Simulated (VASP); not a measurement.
Here is a VASP 6.6.1 calculation.

The input POSCAR:

```
TiAl3
1.0
    3.9556712500      0.0000000000      0.0000000000
    0.0000000000      3.9556712500      0.0000000000
    0.0000000000      0.0000000000      7.9113425000
Ti Al
2 6
Direct
    0.0089378861      0.0089378861      0.0000000000
   -0.0089378861     -0.0089378861      0.5000000000
    0.5077701192      0.5077701192      0.0000000000
    0.4922298808      0.4922298808      0.5000000000
    0.5000000000      0.0000000000      0.2500000000
    0.5000000000      0.0000000000      0.7500000000
    0.0000000000      0.5000000000      0.2500000000
    0.0000000000      0.5000000000      0.7500000000
```

INCAR.step1

```
ALGO = Normal
EDIFF = 1E-4
ENCUT = 520
GGA = PE
ISMEAR = 0
LASPH = True
LCHARG = False
LREAL = False
LWAVE = True
NBANDS = 31
NELM = 60
PREC = Accurate
SIGMA = 0.15
```

The input INCAR.step2:

```
ALGO = Normal
EDIFF = 1E-6
ENCUT = 520
ISIF = 2
ISMEAR = 0
ISTART = 1
LASPH = True
LCHARG = True
LELF = True
LMIXTAU = True
LREAL = False
LVHAR = True
LWAVE = False
METAGGA = R2SCAN
NBANDS = 31
NELM = 60
PREC = Accurate
SIGMA = 0.15
```

Contents of KPOINTS:

```
k-points
0
Gamma
  12 12 6
```

Potentials or basis: VASP PAW PBE potentials, release 64 (Ti_sv, Al).

Launch:

```sh
$ cat potpaw_PBE.64/Ti_sv/POTCAR potpaw_PBE.64/Al/POTCAR > POTCAR
$ cp INCAR.step1 INCAR
$ mpirun -np 1 vasp_std > vasp.out
$ cp INCAR.step2 INCAR
$ mpirun -np 1 vasp_std > vasp.out
```

**Question.** Estimate the largest force.

**Answer.** 0.310 eV/Å.

**Question.** Estimate the pressure.

**Answer.** 0.0 GPa.

**Question.** Estimate the band gap on the k mesh.

**Answer.** Zero (bands 21 and 22 overlap by 3.15 eV).

Forces in eV/Å, atoms in the order of the input:
```
Ti  -0.219 -0.219  0.000
Ti   0.219  0.219  0.000
Al  -0.106 -0.106  0.000
Al   0.106  0.106  0.000
Al   0.000  0.000  0.000
Al   0.000  0.000  0.000
Al   0.000  0.000  0.000
Al   0.000  0.000  0.000
```

Caveat: the cell differs from its parent crystal (atoms displaced along a vibrational mode); the PAW data sets were made with another functional, which shifts forces and pressure a little.
